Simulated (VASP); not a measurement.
# Ru (Fm-3m) in VASP: notebook

The runs below take Ru through single point, relaxation of cell and atoms, with PBE.

Everything below comes from runs of VASP 6.6.1. Logs are shortened: lines on timing, memory, paths and dates and some standing lists are left out, and cuts for length are marked.

## Step 1: The cell of the first run

The structure is cubic, space group Fm-3m (No. 225). The conventional cell has a = 3.810 Å, b = 3.810 Å, c = 3.810 Å, α = 90.00°, β = 90.00°, γ = 90.00°. Within 3.6 Å of Ru (site symmetry m-3m) lie 12 Ru at 2.69 Å.

This isn't the form of Ru at room conditions, which is hcp.

## Step 2: Single point, PBE

File INCAR:

```
SYSTEM = Ru
PREC = Accurate
ENCUT = 520
EDIFF = 1E-7
ISMEAR = 0
SIGMA = 0.1
LREAL = .FALSE.
LASPH = .TRUE.
NELM = 100
ALGO = Normal
ISIF = 2
LWAVE = .FALSE.
LCHARG = .FALSE.
GGA = PE
NBANDS = 13
```

File KPOINTS:

```
regular mesh
0
G
  18 18 18
  0 0 0
```

File POSCAR:

```
Ru
1.0
    0.0000000000      1.9051365324      1.9051365324
    1.9051365324      0.0000000000      1.9051365324
    1.9051365324      1.9051365324      0.0000000000
Ru
1
Direct
    0.0000000000      0.0000000000      0.0000000000
```

Potentials or basis: VASP PAW PBE potentials, release 64 (Ru_pv).

Command:

```console
cat potpaw_PBE.64/Ru_pv/POTCAR > POTCAR
mpirun -np 1 vasp_std > vasp.out
```

OUTCAR:

```text
SYSTEM = Ru
   PREC = Accurate
   ENCUT = 520
   EDIFF = 1E-7
   ISMEAR = 0
   LREAL = .FALSE.
   LASPH = .TRUE.
   NELM = 100
   ISIF = 2
   GGA = PE

 ion  position               nearest neighbor table
   1  0.000  0.000  0.000-

  LATTYP: Found a face centered cubic cell.
 ALAT       =     3.8102730648

  Lattice vectors:

 A1 = (   0.0000000000,   1.9051365324,   1.9051365324)
 A2 = (   1.9051365324,   0.0000000000,   1.9051365324)
 A3 = (   1.9051365324,   1.9051365324,   0.0000000000)

Analysis of symmetry for initial positions (statically):
=====================================================================
 Subroutine PRICEL returns:
 Original cell was already a primitive cell.

 Routine SETGRP: Setting up the symmetry group for a
 face centered cubic supercell.

 Subroutine GETGRP returns: Found 48 space group operations
 (whereof 48 operations were pure point group operations)
 out of a pool of 48 trial point group operations.

The static configuration has the point symmetry O_h .

Analysis of symmetry for dynamics (positions and initial velocities):
=====================================================================
 Subroutine PRICEL returns:
 Original cell was already a primitive cell.

 Routine SETGRP: Setting up the symmetry group for a
 face centered cubic supercell.

 Subroutine GETGRP returns: Found 48 space group operations
 (whereof 48 operations were pure point group operations)
 out of a pool of 48 trial point group operations.

The dynamic configuration has the point symmetry O_h .

 Subroutine INISYM returns: Found 48 space group operations
 (whereof 48 operations are pure point group operations),
 and found     1 'primitive' translations

----------------------------------------------------------------------------------------

                                     Primitive cell

  volume of cell :      13.8296

  direct lattice vectors                    reciprocal lattice vectors
     0.000000000  1.905136532  1.905136532    -0.262448382  0.262448382  0.262448382
     1.905136532  0.000000000  1.905136532     0.262448382 -0.262448382  0.262448382
     1.905136532  1.905136532  0.000000000     0.262448382  0.262448382 -0.262448382

  length of vectors
     2.694269922  2.694269922  2.694269922     0.454573932  0.454573932  0.454573932

  position of ions in fractional coordinates (direct lattice)
     0.000000000  0.000000000  0.000000000

  ion indices of the primitive-cell ions
   primitive index   ion index
                 1           1

----------------------------------------------------------------------------------------

 KPOINTS: regular mesh

Automatic generation of k-mesh.
 Grid dimensions read from file:
 generate k-points for:   18   18   18

 Generating k-lattice:

  Cartesian coordinates                     Fractional coordinates (reciprocal lattice)
    -0.014580466  0.014580466  0.014580466     0.055555556  0.000000000  0.000000000
     0.014580466 -0.014580466  0.014580466     0.000000000  0.055555556  0.000000000
     0.014580466  0.014580466 -0.014580466     0.000000000  0.000000000  0.055555556

  Length of vectors
     0.025254107  0.025254107  0.025254107

  Shift w.r.t. Gamma in fractional coordinates (k-lattice)
     0.000000000  0.000000000  0.000000000

 Subroutine IBZKPT returns following result:
 ===========================================

 Found    195 irreducible k-points:

 Following reciprocal coordinates:
            Coordinates               Weight
  0.000000  0.000000  0.000000      1.000000
  0.055556  0.000000  0.000000      8.000000
  0.111111  0.000000  0.000000      8.000000
  0.166667  0.000000  0.000000      8.000000
  0.222222  0.000000  0.000000      8.000000
  0.277778  0.000000  0.000000      8.000000
[... 16 lines left out ...]
 -0.277778  0.055556  0.000000     24.000000
 -0.222222  0.055556  0.000000     24.000000
 [... further k-points ...]
   k-points           NKPTS =    195   k-points in BZ     NKDIM =    195   number of bands    NBANDS=     13
   number of dos      NEDOS =    301   number of ions     NIONS =      1
   total plane-waves  NPLWV =   8000
   dimension x,y,z NGX =    20 NGY =   20 NGZ =   20
   dimension x,y,z NGXF=    40 NGYF=   40 NGZF=   40
   ions per type =               1
   NGX,Y,Z   is equivalent  to a cutoff of  12.34, 12.34, 12.34 a.u.
   NGXF,Y,Z  is equivalent  to a cutoff of  24.68, 24.68, 24.68 a.u.
 SYSTEM =  Ru
   PREC   = accura    normal or accurate (medium, high low for compatibility)
   ISTART =      0    job   : 0-new  1-cont  2-samecut
   ICHARG =      2    charge: 1-file 2-atom 10-const
   ISPIN  =      1    spin polarized calculation?
   LNONCOLLINEAR =      F non collinear calculations
   LSORBIT =      F    spin-orbit coupling
   LASPH  =      T    aspherical Exc in radial PAW
   ENCUT  =  520.0 eV  38.22 Ry    6.18 a.u.   5.01  5.01  5.01*2*pi/ulx,y,z
   NELM   =    100;   NELMIN=  2; NELMDL= -5     # of ELM steps
   EDIFF  = 0.1E-06   stopping-criterion for ELM
   LREAL  =      F    real-space projection
   EDIFFG = 0.1E-05   stopping-criterion for IOM
   NSW    =      0    number of steps for IOM
   IBRION =     -1    ionic relax: 0-MD 1-quasi-New 2-CG
   NFREE  =      0    steps in history (QN), initial steepest desc. (CG)
   ISIF   =      2    stress and relaxation
   ISYM   =      2    0-nonsym 1-usesym 2-fastsym
   POTIM  = 0.5000    time-step for ionic-motion
   TEBEG  =    0.0;   TEEND  =   0.0 temperature during run
   PSTRESS=    0.0 pullay stress
   NELECT =      14.0000    total number of electrons
   NUPDOWN=      -1.0000    fix difference up-down
   EMIN   =  10.00;   EMAX   =-10.00  energy-range for DOS
   EFERMI =   0.00;   METHOD = LEGACY
   ISMEAR =     0;   SIGMA  =   0.10  broadening in eV -4-tet -1-fermi 0-gaus
   EFERMI_NEDOS =   21; number of points for ismear=-14 and -15
   IALGO  =     38    algorithm
   IMIX   =      4    mixing-type and parameters
     AMIX     =   0.40;   BMIX     =  1.00
     AMIX_MAG =   1.60;   BMIX_MAG =  1.00
  volume/ion in A,a.u.               =      13.83        93.33
  Fermi-wavevector in a.u.,A,eV,Ry     =   1.643797  3.106325 36.763856  2.702067
  Thomas-Fermi vector in A             =   2.733870
   LORBIT       =      0    0 simple, 1 ext, 2 COOP (PROOUT), +10 PAW based schemes
   GGA     = PE    functional components
   LHFCALC =     F    Hartree Fock is set to
   AEXX    =    0.0000 exact exchange contribution
   IVDW    =     0    specifies the selected vdW correction
   LEPSILON=     F    determine dielectric tensor
   LRPA    =     F    only Hartree local field effects (RPA)
 non-spin polarized calculation
 Gauss-broadening in eV      SIGMA  =   0.10
  energy-cutoff  :      520.00
  volume of cell :       13.83
 maximum number of plane-waves:       388
   NGX =  9   NGY =  9   NGZ =  9

 number of electron      14.0000002 magnetization

 Free energy of the ion-electron system (eV)
  ---------------------------------------------------
  ext. energy  EPLUGINS =         0.00000000
  ---------------------------------------------------
  free energy    TOTEN  =        -9.12579032 eV

  energy without entropy =       -9.12069916  energy(sigma->0) =       -9.12324474

 E-fermi :  12.3874     XC(G=0): -14.0036

 val. band max:       12.3715755542   @ k =   0.3333   0.2778   0.0000
 cond. band min:      12.3941951156   @ k =   0.1667   0.0556   0.0000
 fundamental gap:      0.0226195614
 Fermi energy:        12.3874223892

 k-point     1 :       0.0000    0.0000    0.0000
  band No.  band energies     occupation
      1     -29.9991      2.00000
      2     -29.9991      2.00000
      3     -29.9991      2.00000
      4       4.6258      2.00000
      5       9.9161      2.00000
      6       9.9161      2.00000
      7       9.9161      2.00000
      8      12.2964      1.80189
      9      12.2964      1.80189
     10      22.9892      0.00000
     11      27.4945      0.00000
     12      33.1333      0.00000
     13      33.1333      0.00000

 k-point     2 :       0.0556    0.0000    0.0000
  band No.  band energies     occupation
      1     -30.0309      2.00000
      2     -30.0032      2.00000
      3     -30.0032      2.00000
      4       4.7558      2.00000
      5       9.8483      2.00000
      6       9.9706      2.00000
      7       9.9706      2.00000
      8      12.2615      1.92513
      9      12.2615      1.92513
     10      22.9892      0.00000
     11      27.7107      0.00000
     12      32.4780      0.00000
     13      33.3430      0.00000

 k-point     3 :       0.1111    0.0000    0.0000
  band No.  band energies     occupation
      1     -30.1218      2.00000
      2     -30.0152      2.00000
      3     -30.0152      2.00000
      4       5.1274      2.00000
      5       9.6784      2.00000
      6      10.1131      2.00000
      7      10.1131      2.00000
      8      12.1851      1.99579
      9      12.1851      1.99579
     10      22.9890      0.00000
     11      28.3019      0.00000
     12      31.1267      0.00000
     13      33.9542      0.00000
[... 305 lines left out ...]
 k-point    23 :      -0.2778    0.0556    0.0000
  band No.  band energies     occupation
      1     -30.6545      2.00000
      2     -30.1211      2.00000
      3     -30.0768      2.00000
      4       6.7672      2.00000
      5       9.9717      2.00000
      6      10.2166      2.00000
      7      10.2728      2.00000
      8      12.4762      0.20932
      9      13.3365      0.00000
     10      22.9887      0.00000
     11      26.4798      0.00000
     12      29.3847      0.00000
     13      35.3367      0.00000

 k-point    24 :      -0.2222    0.0556    0.0000
  band No.  band energies     occupation
      1     -30.4872      2.00000
      2     -30.0968      2.00000
      3     -30.0528      2.00000
      4       6.5093      2.00000
      5       9.4541      2.00000
      6      10.3297      2.00000
      7      10.4001      2.00000
      8      12.0438      2.00000
      9      12.8316      0.00000
     10      22.9889      0.00000
     11      27.8592      0.00000
     12      29.8455      0.00000
     13      35.3250      0.00000

 [... further k-points ...]

------------------------ aborting loop because EDIFF is reached ----------------------------------------

  FORCE on cell =-STRESS in cart. coord.  units (eV):
  Direction    XX          YY          ZZ          XY          YZ          ZX
  --------------------------------------------------------------------------------------
  -------------------------------------------------------------------------------------
  Total       -0.0089364     -0.0089364     -0.0089364      0.0000000      0.0000000      0.0000000
  in kB       -1.0352984     -1.0352984     -1.0352984      0.0000000      0.0000000      0.0000000
  external PRESSURE =      -1.0352984 kB  Pullay stress =       0.0000000 kB

 VOLUME and BASIS-vectors are now :
 -----------------------------------------------------------------------------
  energy-cutoff  :      520.00
  volume of cell :       13.83
      direct lattice vectors                 reciprocal lattice vectors
     0.000000000  1.905136532  1.905136532    -0.262448382  0.262448382  0.262448382
     1.905136532  0.000000000  1.905136532     0.262448382 -0.262448382  0.262448382
     1.905136532  1.905136532  0.000000000     0.262448382  0.262448382 -0.262448382

 POSITION                                       TOTAL-FORCE (eV/Angst)
 -----------------------------------------------------------------------------------
      0.00000      0.00000      0.00000         0.000000      0.000000      0.000000
 -----------------------------------------------------------------------------------
    total drift:                                0.000000     -0.000000      0.000000

  FREE ENERGIE OF THE ION-ELECTRON SYSTEM (eV)
  ---------------------------------------------------
  free  energy   TOTEN  =        -9.1257903151 eV

  energy  without entropy=       -9.1206991576  energy(sigma->0) =       -9.12324474
```

Wall time 9.9 s (1 thread of Intel Xeon 6975P-C (Granite Rapids), shared host); peak memory 0.15 GiB.

Results:

| Item | Value |
| --- | --- |
| Free energy | -9.1258 eV |
| Pressure | -0.1 GPa |
| Band gap on the k mesh | zero (bands 7 and 8 overlap by 3.34 eV) |

## Step 3: Relaxation of cell and atoms, PBE

This run uses another cell than the first one, of 13.79 Å³/atom.

File INCAR:

```
SYSTEM = Ru
PREC = Accurate
ENCUT = 600
EDIFF = 1E-7
ISMEAR = 0
SIGMA = 0.1
LREAL = .False.
LASPH = .True.
NELM = 80
ALGO = Normal
ISIF = 3
LWAVE = .False.
LCHARG = .False.
GGA = PE
IBRION = 2
NSW = 80
EDIFFG = -0.01
```

File KPOINTS:

```
regular mesh
0
Gamma
  18 18 18
  0 0 0
```

File POSCAR:

```
Ru
1.0
    0.0000000000      1.9030957807      1.9030957807
    1.9030957807      0.0000000000      1.9030957807
    1.9030957807      1.9030957807      0.0000000000
Ru
1
Direct
    0.0000000000      0.0000000000      0.0000000000
```

Potentials or basis: VASP PAW PBE potentials, release 64 (Ru_pv).

Command:

```console
cat potpaw_PBE.64/Ru_pv/POTCAR > POTCAR
mpirun -np 1 vasp_std > vasp.out
```

It took 23 s on 1 thread of Intel Xeon 6975P-C (Granite Rapids), shared host; peak memory 0.17 GiB.

It converged, with:

```yaml
Free_energy: -9.1259 eV
Relaxed_volume: 13.82 Å³/atom
Relaxed_cell: a = 2.694 Å, b = 2.694 Å, c = 2.694 Å, α = 60.00°, β = 60.00°, γ = 60.00°
Space_group_after_relaxing_to_0.1_Å: Fm-3m (No. 225)
Energy_gained_by_relaxing: 0.1 meV/atom
Ionic_steps: 3
Pressure_after_relaxing: 0.0 GPa
Band_gap_on_the_k_mesh: zero (bands 7 and 8 overlap by 3.34 eV)
```

Final structure:
```cif
data_structure
_symmetry_space_group_name_H-M 'P 1'
_symmetry_Int_Tables_number 1
_cell_length_a 2.6938
_cell_length_b 2.6938
_cell_length_c 2.6938
_cell_angle_alpha 60.000
_cell_angle_beta 60.000
_cell_angle_gamma 60.000
_cell_volume 13.82
loop_
_atom_site_label
_atom_site_type_symbol
_atom_site_fract_x
_atom_site_fract_y
_atom_site_fract_z
_atom_site_occupancy
Ru1 Ru 0.00000 0.00000 0.00000 1
```

Levels at points of the mesh, in eV from the Fermi level:
| k point | band 3 | band 4 | band 5 | band 6 | band 7 | band 8 | band 9 | band 10 | band 11 |
| --- | --- | --- | --- | --- | --- | --- | --- | --- | --- |
| (0.00, 0.00, 0.00) | -42.39 | -7.76 | -2.47 | -2.47 | -2.47 | -0.09 | -0.09 | 10.60 | 15.11 |
| (0.50, 0.00, 0.00) | -42.52 | -5.90 | -2.59 | -2.59 | 1.05 | 1.73 | 1.73 | 9.91 | 10.61 |
| (0.50, 0.50, 0.00) | -42.75 | -6.19 | -5.72 | 1.69 | 2.23 | 2.23 | 3.65 | 10.60 | 13.39 |
